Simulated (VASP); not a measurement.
# TiTe2: single point with PBE

TiTe2:

```
Te Ti
1.0
     3.77700    0.00000    0.00000
    -1.88850    3.27098    0.00000
     0.00000    0.00000    6.49800
Te Ti
2 1
Cartesian
  0.0000 2.1807 4.7903
  1.8885 1.0903 1.7077
  0.0000 0.0000 0.0000
```

| Item | Value |
| --- | --- |
| Program | VASP 6.6.1 |
| Task | single point |
| Functional | PBE |
| Potentials or basis | VASP PAW PBE potentials, release 64 (Te, Ti_sv) |
| Cutoff | 520 eV |
| k mesh | 8 × 8 × 4 |
| Occupations | gaussian, width 0.022 eV |
| Spin | no spin polarisation |

```json
{
 "Pressure": "0.9 GPa",
 "Largest force": "0.019 eV/Å",
 "Band gap on the k mesh": "zero (bands 12 and 13 overlap by 0.66 eV)"
}
```

Forces in eV/Å, atoms in the order of the input:
```
Te   0.000  0.000 -0.019
Te   0.000  0.000  0.019
Ti   0.000  0.000  0.000
```

Stress tensor (GPa, compression positive):
```
0.70 0.00 0.00
0.00 0.70 0.00
0.00 0.00 1.25
```

Levels at points of the mesh, in eV from the Fermi level:
```csv
k point,band 9,band 10,band 11,band 12,band 13,band 14,band 15,band 16
"(0.00, 0.00, 0.00)",-1.64,0.38,0.43,0.43,0.61,1.11,1.11,3.09
"(0.50, 0.00, 0.00)",-2.68,-2.36,-1.72,-1.10,0.05,1.18,1.51,2.44
"(0.00, 0.00, 0.50)",-1.57,-1.57,0.42,0.42,0.79,0.79,1.06,3.52
"(0.50, 0.00, 0.50)",-2.37,-1.99,-0.94,-0.57,-0.24,1.18,1.49,2.64
```

Wall time 36 s on 1 thread of Intel(R) Xeon(R) Platinum 8488C (Sapphire Rapids), with other jobs on the host, peak memory 0.21 GiB.

Caveat: spin-orbit coupling is left out, which moves the levels of the heavy elements; this functional lacks dispersion, which binds layers or chains, so the pressure and a relaxed spacing across them are unreliable.
